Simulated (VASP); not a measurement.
# AlAs (F-43m) in VASP: notebook

AlAs is run at these levels: PBE; tasks: single point.

Everything below comes from runs of VASP 6.6.1. Logs are shortened: lines on timing, memory, paths and dates and some standing lists are left out, and cuts for length are marked.

## Step 1: The cell of the first run

It takes space group F-43m (No. 216, cubic). Conventional cell: a = 5.728 Å, b = 5.728 Å, c = 5.728 Å, α = 90.00°, β = 90.00°, γ = 90.00°. Al (site symmetry -43m) has 4 As at 2.48 Å within 3.3 Å. Within 3.3 Å of As (site symmetry -43m) lie 4 Al at 2.48 Å.

## Step 2: Single point, PBE

INCAR reads:

```
SYSTEM = AlAs
PREC = Accurate
ENCUT = 520
EDIFF = 1E-6
ISMEAR = 0
SIGMA = 0.01
LREAL = Auto
LASPH = .TRUE.
NELM = 100
ALGO = Normal
ISIF = 2
LWAVE = .FALSE.
LCHARG = .FALSE.
GGA = PE
NBANDS = 86
```

KPOINTS reads:

```
Automatic mesh
0
G
  2 2 2
  0 0 0
```

POSCAR reads:

```
AlAs
1.0
   -5.7279123196      5.7279123196     -5.7279123196
   -5.7279123196     -5.7279123196      5.7279123196
    5.7279123196      5.7279123196      5.7279123196
Al As
16 16
Direct
    0.7500000000      0.7500000000      0.5000000000
    0.5000000000      0.0000000000      0.5000000000
    0.5000000000      0.7500000000      0.7500000000
    0.2500000000      0.2500000000      0.5000000000
    0.2500000000      0.0000000000      0.7500000000
    0.2500000000      0.7500000000      0.0000000000
    0.0000000000      0.5000000000      0.5000000000
    0.0000000000      0.2500000000      0.7500000000
    0.0000000000      0.0000000000      0.0000000000
    0.0000000000      0.7500000000      0.2500000000
    0.7500000000      0.5000000000      0.7500000000
    0.7500000000      0.2500000000      0.0000000000
    0.7500000000      0.0000000000      0.2500000000
    0.5000000000      0.5000000000      0.0000000000
    0.5000000000      0.2500000000      0.2500000000
    0.2500000000      0.5000000000      0.2500000000
    0.0000000000      0.0000000000      0.7500000000
    0.7500000000      0.2500000000      0.7500000000
    0.7500000000      0.0000000000      0.0000000000
    0.5000000000      0.5000000000      0.7500000000
    0.5000000000      0.2500000000      0.0000000000
    0.5000000000      0.0000000000      0.2500000000
    0.2500000000      0.7500000000      0.7500000000
    0.2500000000      0.5000000000      0.0000000000
    0.2500000000      0.2500000000      0.2500000000
    0.2500000000      0.0000000000      0.5000000000
    0.0000000000      0.7500000000      0.0000000000
    0.0000000000      0.5000000000      0.2500000000
    0.0000000000      0.2500000000      0.5000000000
    0.7500000000      0.7500000000      0.2500000000
    0.7500000000      0.5000000000      0.5000000000
    0.5000000000      0.7500000000      0.5000000000
```

Potentials or basis: VASP PAW PBE potentials, release 64 (Al, As).

Launch:

```
$ cat potpaw_PBE.64/Al/POTCAR potpaw_PBE.64/As/POTCAR > POTCAR
$ mpirun -np 1 vasp_std > vasp.out
```

OUTCAR:

```text
SYSTEM = AlAs
   PREC = Accurate
   ENCUT = 520
   EDIFF = 1E-6
   ISMEAR = 0
   LREAL = Auto
   LASPH = .TRUE.
   NELM = 100
   ISIF = 2
   GGA = PE

 ion  position               nearest neighbor table
   1  0.750  0.750  0.500-  17 2.48  30 2.48  31 2.48  32 2.48
   2  0.500  0.000  0.500-  18 2.48  22 2.48  26 2.48  32 2.48
   3  0.500  0.750  0.750-  19 2.48  20 2.48  23 2.48  32 2.48
   4  0.250  0.250  0.500-  20 2.48  25 2.48  26 2.48  29 2.48
   5  0.250  0.000  0.750-  17 2.48  21 2.48  23 2.48  26 2.48
   6  0.250  0.750  0.000-  22 2.48  23 2.48  24 2.48  27 2.48
[... 24 lines left out ...]
  31  0.750  0.500  0.500-   1 2.48   7 2.48  11 2.48  15 2.48
  32  0.500  0.750  0.500-   1 2.48   2 2.48   3 2.48  16 2.48

  LATTYP: Found a body centered cubic cell.
 ALAT       =    11.4558246392

  Lattice vectors:

 A1 = (  -5.7279123196,   5.7279123196,  -5.7279123196)
 A2 = (  -5.7279123196,  -5.7279123196,   5.7279123196)
 A3 = (   5.7279123196,   5.7279123196,   5.7279123196)

Analysis of symmetry for initial positions (statically):
=====================================================================
 Subroutine PRICEL returns following result:

  LATTYP: Found a face centered cubic cell.
 ALAT       =     5.7279123196

  Lattice vectors:

 A1 = (   0.0000000000,  -2.8639561598,   2.8639561598)
 A2 = (   2.8639561598,  -2.8639561598,   0.0000000000)
 A3 = (   2.8639561598,   0.0000000000,   2.8639561598)

  16 primitive cells build up your supercell.

 Routine SETGRP: Setting up the symmetry group for a
 body centered cubic supercell.

 Subroutine GETGRP returns: Found 24 space group operations
 (whereof 24 operations were pure point group operations)
 out of a pool of 48 trial point group operations.

The static configuration has the point symmetry T_d .

Analysis of symmetry for dynamics (positions and initial velocities):
=====================================================================
 Subroutine PRICEL returns following result:

  LATTYP: Found a face centered cubic cell.
 ALAT       =     5.7279123196

  Lattice vectors:

 A1 = (   0.0000000000,  -2.8639561598,   2.8639561598)
 A2 = (   2.8639561598,  -2.8639561598,   0.0000000000)
 A3 = (   2.8639561598,   0.0000000000,   2.8639561598)

  16 primitive cells build up your supercell.
[... 87 lines left out ...]
   LREAL  =      T    real-space projection
   EDIFFG = 0.1E-04   stopping-criterion for IOM
   NSW    =      0    number of steps for IOM
   IBRION =     -1    ionic relax: 0-MD 1-quasi-New 2-CG
   NFREE  =      0    steps in history (QN), initial steepest desc. (CG)
   ISIF   =      2    stress and relaxation
   ISYM   =      2    0-nonsym 1-usesym 2-fastsym
   POTIM  = 0.5000    time-step for ionic-motion
   TEBEG  =    0.0;   TEEND  =   0.0 temperature during run
   PSTRESS=    0.0 pullay stress
   NELECT =     128.0000    total number of electrons
   NUPDOWN=      -1.0000    fix difference up-down
   EMIN   =  10.00;   EMAX   =-10.00  energy-range for DOS
   EFERMI =   0.00;   METHOD = LEGACY
   ISMEAR =     0;   SIGMA  =   0.01  broadening in eV -4-tet -1-fermi 0-gaus
   EFERMI_NEDOS =   21; number of points for ismear=-14 and -15
   IALGO  =     38    algorithm
   IMIX   =      4    mixing-type and parameters
     AMIX     =   0.40;   BMIX     =  1.00
     AMIX_MAG =   1.60;   BMIX_MAG =  1.00
  volume/ion in A,a.u.               =      23.49       158.52
  Fermi-wavevector in a.u.,A,eV,Ry     =   0.907392  1.714723 11.202506  0.823361
  Thomas-Fermi vector in A             =   2.031194
   LORBIT       =      0    0 simple, 1 ext, 2 COOP (PROOUT), +10 PAW based schemes
   GGA     = PE    functional components
   LHFCALC =     F    Hartree Fock is set to
   AEXX    =    0.0000 exact exchange contribution
   IVDW    =     0    specifies the selected vdW correction
   LEPSILON=     F    determine dielectric tensor
   LRPA    =     F    only Hartree local field effects (RPA)
 non-spin polarized calculation
 Gauss-broadening in eV      SIGMA  =   0.01
  energy-cutoff  :      520.00
  volume of cell :      751.71
 maximum number of plane-waves:     20274
 NGX is ok and might be reduce to    80

 number of electron     128.0000002 magnetization

 Free energy of the ion-electron system (eV)
  ---------------------------------------------------
  ext. energy  EPLUGINS =         0.00000000
  ---------------------------------------------------
  free energy    TOTEN  =      -150.17412331 eV

  energy without entropy =     -150.17412331  energy(sigma->0) =     -150.17412331

 E-fermi :   3.6390     XC(G=0):  -8.9044

 val. band max:        3.5943316293   @ k =   0.0000   0.0000   0.0000
 cond. band min:       5.0886853681   @ k =   0.0000   0.0000   0.0000
 fundamental gap:      1.4943537388
 Fermi energy:         3.6390074472

 k-point     1 :       0.0000    0.0000    0.0000
  band No.  band energies     occupation
      1      -8.0767      2.00000
      2      -6.8081      2.00000
      3      -6.8081      2.00000
      4      -6.8081      2.00000
      5      -6.8081      2.00000
      6      -6.8081      2.00000
[... 226 lines left out ...]
     75       7.2846      0.00000
     76       7.2846      0.00000
 [bands above 76 left out]

------------------------ aborting loop because EDIFF is reached ----------------------------------------

  FORCE on cell =-STRESS in cart. coord.  units (eV):
  Direction    XX          YY          ZZ          XY          YZ          ZX
  --------------------------------------------------------------------------------------
  -------------------------------------------------------------------------------------
  Total        0.6907365      0.6907365      0.6907365     -0.0000000      0.0000000     -0.0000000
  in kB        1.4722241      1.4722241      1.4722241     -0.0000000      0.0000000     -0.0000000
  external PRESSURE =       1.4722241 kB  Pullay stress =       0.0000000 kB

 VOLUME and BASIS-vectors are now :
 -----------------------------------------------------------------------------
  energy-cutoff  :      520.00
  volume of cell :      751.71
      direct lattice vectors                 reciprocal lattice vectors
    -5.727912320  5.727912320 -5.727912320    -0.087291839  0.087291839  0.000000000
    -5.727912320 -5.727912320  5.727912320    -0.087291839  0.000000000  0.087291839
     5.727912320  5.727912320  5.727912320     0.000000000  0.087291839  0.087291839

 POSITION                                       TOTAL-FORCE (eV/Angst)
 -----------------------------------------------------------------------------------
     -5.72791      2.86396      2.86396        -0.000000     -0.000000      0.000000
      0.00000      5.72791      0.00000        -0.000000     -0.000000      0.000000
     -2.86396      2.86396      5.72791        -0.000000     -0.000000      0.000000
      0.00000      2.86396      2.86396        -0.000000     -0.000000      0.000000
      2.86396      5.72791      2.86396        -0.000000     -0.000000      0.000000
     -5.72791     -2.86396      2.86396        -0.000000     -0.000000      0.000000
[... 24 lines left out ...]
     -4.29593      4.29593      1.43198        -0.000000      0.000000     -0.000000
     -4.29593      1.43198      4.29593         0.000000      0.000000      0.000000
 -----------------------------------------------------------------------------------
    total drift:                               -0.000002      0.000002      0.000002

  FREE ENERGIE OF THE ION-ELECTRON SYSTEM (eV)
  ---------------------------------------------------
  free  energy   TOTEN  =      -150.1741233139 eV

  energy  without entropy=     -150.1741233139  energy(sigma->0) =     -150.17412331
```

stdout:

```text
POSCAR found type information on POSCAR AlAs
 POSCAR found :  2 types and      32 ions
 scaLAPACK will be used
 LDA part: xc-table for (Slater+PW92), standard interpolation
 POSCAR, INCAR and KPOINTS ok, starting setup
 FFT: planning ... GRIDC
 FFT: planning ... GRID_SOFT
 FFT: planning ... GRID
 WAVECAR not read
 entering main loop
```

It took 11 min on 1 thread of Intel Xeon 6975P-C, shared host; peak memory 0.96 GiB.

What came out:

* Free energy: -150.1741 eV
* Pressure: 0.1 GPa
* Band gap on the k mesh: 1.49 eV

## Step 3: Single point, PBE

INCAR is that of step 2.

KPOINTS reads:

```
Automatic mesh
0
Gamma
  2 2 2
  0.5 0.5 0.5
```

POSCAR is that of step 2.

Potentials or basis: VASP PAW PBE potentials, release 64 (Al, As).

Launch:

```
$ cat potpaw_PBE.64/Al/POTCAR potpaw_PBE.64/As/POTCAR > POTCAR
$ mpirun -np 1 vasp_std > vasp.out
```

Run time: 5.8 min. Hardware: 1 thread of Intel Xeon 6455B, shared host; peak memory 0.93 GiB.

Results (log left out):

```
Free energy            : -150.2251 eV
Pressure               : 0.2 GPa
Band gap on the k mesh : 2.26 eV
```

Levels at points of the mesh, in eV from the valence-band top:
| k point | band 61 | band 62 | band 63 | band 64 | band 65 | band 66 | band 67 | band 68 |
| --- | --- | --- | --- | --- | --- | --- | --- | --- |
| (0.25, 0.25, 0.25) | 0.00 | 0.00 | 0.00 | 0.00 | 2.93 | 2.93 | 2.93 | 2.93 |

A k mesh can miss the band edges.

## Step 4: Single point, PBE

This run uses another cell than the first one: it holds 2 atoms, not 32.

INCAR reads:

```
PREC = Accurate
ENCUT = 500
EDIFF = 1E-6
ISMEAR = 0
SIGMA = 0.02
LREAL = F
LASPH = T
NELM = 120
ALGO = Normal
ISIF = 2
LWAVE = F
LCHARG = T
GGA = PE
LELF = T
LVHAR = T
NBANDS = 11
GGA_COMPAT = F
```

KPOINTS reads:

```
Automatic mesh
0
Gamma
  8 8 8
```

POSCAR reads:

```
AlAs
1.0
    0.0000000000      2.8639561591      2.8639561591
    2.8639561591      0.0000000000      2.8639561591
    2.8639561591      2.8639561591      0.0000000000
Al As
1 1
Direct
    0.0000000000      0.0000000000      0.0000000000
    0.7500000000      0.7500000000      0.7500000000
```

Launch:

```
$ cat potpaw_PBE.64/Al/POTCAR potpaw_PBE.64/As/POTCAR > POTCAR
$ mpirun -np 1 vasp_std > vasp.out
```

Wall time 7.6 s (1 thread of Intel Xeon 6975P-C (Granite Rapids), shared host); peak memory 0.16 GiB.

It converged, with:

| Quantity | Value |
| --- | --- |
| Free energy | -9.3880 eV |
| Pressure | 0.2 GPa |
| Band gap on the k mesh | 1.49 eV, indirect (least direct gap 1.78 eV) |

Levels at points of the mesh, in eV from the valence-band top:
```csv
k point,band 2,band 3,band 4,band 5,band 6,band 7
"(0.00, 0.00, 0.00)",0.00,0.00,0.00,1.78,4.23,4.23
"(0.50, 0.00, 0.00)",-5.42,-0.80,-0.80,2.01,4.65,4.65
"(0.50, 0.50, 0.00)",-5.31,-2.10,-2.10,1.49,2.29,10.06
```

## Step 5: The runs side by side

```tsv
cell	k mesh	cutoff (eV)	smearing	gap on the mesh (eV)	pressure (GPa)
a = 9.921 Å, angles 109.5°, 32 atoms	2 × 2 × 2	520	gaussian 0.01 eV	1.49	0.1
a = 9.921 Å, angles 109.5°, 32 atoms	2 × 2 × 2, shifted	520	gaussian 0.01 eV	2.26	0.2
a = 4.050 Å, angles 60.0°, 2 atoms	8 × 8 × 8	500	gaussian 0.02 eV	1.49	0.2
```

Alike in all rows: task single point; level PBE; potentials or basis VASP PAW PBE potentials, release 64 (Al, As); no spin polarisation.

Absolute energies hang on the potentials; compare differences alone.
